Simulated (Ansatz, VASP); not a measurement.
Two plane-wave programs on Si2Mo

```
Si Mo
1.0
    -1.60000    1.60000    3.93050
     1.60000   -1.60000    3.93050
     1.60000    1.60000   -3.93050
Si Mo
2 1
Direct
  0.33300 0.33300 0.00000
  0.66700 0.66700 0.00000
  0.00000 0.00000 0.00000
```

Alike in both runs: task single point; functional PBEsol; k mesh 13 × 13 × 13; no spin polarisation.

|  | VASP | Ansatz |
| --- | --- | --- |
| version | VASP 6.6.1 | Ansatz 0.2.0 |
| potentials or method | VASP PAW PBE potentials, release 64 (Si, Mo_sv) | plane waves, PAW |
| plane-wave cutoff (eV) | 520 | 420 |
| occupations | methfessel-paxton of order 1, width 0.1 eV | cold |
| valence electrons in the cell | 22 | 22 |

Ansatz gave:

```
gap on the k mesh at the Fermi level (eV)                     : none
pressure (GPa)                                                : -2.7
traceless stress, the component that is largest in VASP (GPa) : -0.87
rms of the force components (eV/Å)                            : 0.155
```

Question: What did VASP give for the same quantities?

Answer: gap on the k mesh at the Fermi level (eV): none; pressure (GPa): -2.4; traceless stress, the component that is largest in VASP (GPa): -0.85; rms of the force components (eV/Å): 0.153.

VASP's potentials were made for PBE, not for PBEsol. Atom by atom the forces differ by 0.002 eV/Å (rms over components). A gap of «none» marks a metal or a gap that the smearing closes.
